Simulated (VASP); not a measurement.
Crystal: ReRhO.

```xyz
3
Lattice="2.9488 0.0000 0.0000 0.0000 2.9488 0.0000 0.0000 0.0000 4.2875" Properties=species:S:1:pos:R:3 pbc="T T T"
Re    0.0000    0.0000    2.1437
Rh    1.4744    1.4744    0.0000
O     1.4744    1.4744    2.1437
```

The cell was generated, and may not be a known phase.

* Program: VASP 6.6.1
* Task: relaxation of cell and atoms
* Functional: PBE
* Potentials or basis: VASP PAW PBE potentials, release 64 (Re, Rh_pv, O)
* Cutoff: 600 eV
* k mesh: 6 × 6 × 4
* Occupations: gaussian, width 0.1 eV
* Spin: no spin polarisation

At the start: pressure 2.7 GPa; volume 12.43 Å³/atom.

Problem. How do energy, volume and symmetry change on relaxing?

Solution. Over 5 steps the energy falls by 10.6 meV/atom and the volume is 12.51 Å³/atom (+0.6 %); space group P4/mmm (No. 123, to 0.1 Å) before and after.

The path:
```tsv
step	energy change (eV)	largest force (eV/Å)	pressure (GPa)	volume (Å³)
1	0.0000	0.0000	2.72	37.28
2	-0.0167	0.0000	-5.13	38.41
3	-0.0220	0.0000	-2.74	38.02
4	-0.0304	0.0000	1.19	37.33
5	-0.0319	0.0000	0.05	37.52
```

Final structure:
```
Re Rh O
1.0
     2.99660    0.00000    0.00000
     0.00000    2.99660    0.00000
     0.00000    0.00000    4.17819
Re Rh O
1 1 1
Direct
  0.00000 0.00000 0.50000
  0.50000 0.50000 0.00000
  0.50000 0.50000 0.50000
```

Caveat: the k points lie up to 0.38 Å⁻¹ apart in the final cell; the highest band is partly filled, so the run has too few bands.
